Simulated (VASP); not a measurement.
Input of a VASP 6.6.1 run:

The input POSCAR:

```
TePb
1.0
    8.4949002845      0.0000000000      0.0000000000
    0.0000000000      4.6587909819      0.0000000000
    0.0000000000      0.0000000000      7.0704686734
Te Pb
4 4
Direct
    0.1896135168      0.7500000000      0.1210314052
    0.6896135168      0.7500000000      0.3789685948
    0.3103864832      0.2500000000      0.6210314052
    0.8103864832      0.2500000000      0.8789685948
    0.0411425678      0.7500000000      0.7303182783
    0.5411425678      0.7500000000      0.7696817217
    0.4588574322      0.2500000000      0.2303182783
    0.9588574322      0.2500000000      0.2696817217
```

INCAR.step1

```
PREC = Accurate
ENCUT = 520
ISMEAR = 0
SIGMA = 0.02
LREAL = False
LASPH = True
NELM = 100
NBANDS = 50
GGA = PE
ALGO = Normal
EDIFF = 1E-4
LWAVE = True
LCHARG = False
```

File INCAR.step2:

```
PREC = Accurate
ENCUT = 520
EDIFF = 1E-7
ISMEAR = 0
SIGMA = 0.02
LREAL = False
LASPH = True
NELM = 100
ALGO = Normal
ISIF = 2
LWAVE = False
LCHARG = True
METAGGA = R2SCAN
LMIXTAU = True
LELF = True
LVHAR = True
NBANDS = 50
ISTART = 1
```

File KPOINTS:

```
regular mesh
0
Gamma
  4 6 4
```

Potentials or basis: VASP PAW PBE potentials, release 64 (Te, Pb_d).

The run is started by

```sh
$ cat potpaw_PBE.64/Te/POTCAR potpaw_PBE.64/Pb_d/POTCAR > POTCAR
$ cp INCAR.step1 INCAR
$ mpirun -np 1 vasp_std > vasp.out
$ cp INCAR.step2 INCAR
$ mpirun -np 1 vasp_std > vasp.out
```

Problem. Predict the largest force.

Solution. 0.009 eV/Å.

Problem. Estimate the band gap on the k mesh.

Solution. 1.11 eV (least direct gap 1.25 eV).

Problem. Predict the pressure.

Solution. 0.0 GPa.

Forces on the atoms (eV/Å):
```
Te   0.004  0.000  0.006
Te   0.004  0.000 -0.006
Te  -0.004  0.000  0.006
Te  -0.004  0.000 -0.006
Pb  -0.002  0.000 -0.009
Pb  -0.002  0.000  0.009
Pb   0.002  0.000 -0.009
Pb   0.002  0.000  0.009
```

Caveat: the PAW data sets were made with another functional, which shifts forces and pressure a little; spin-orbit coupling is left out, which moves the levels of the heavy elements. A k mesh can miss the band edges.
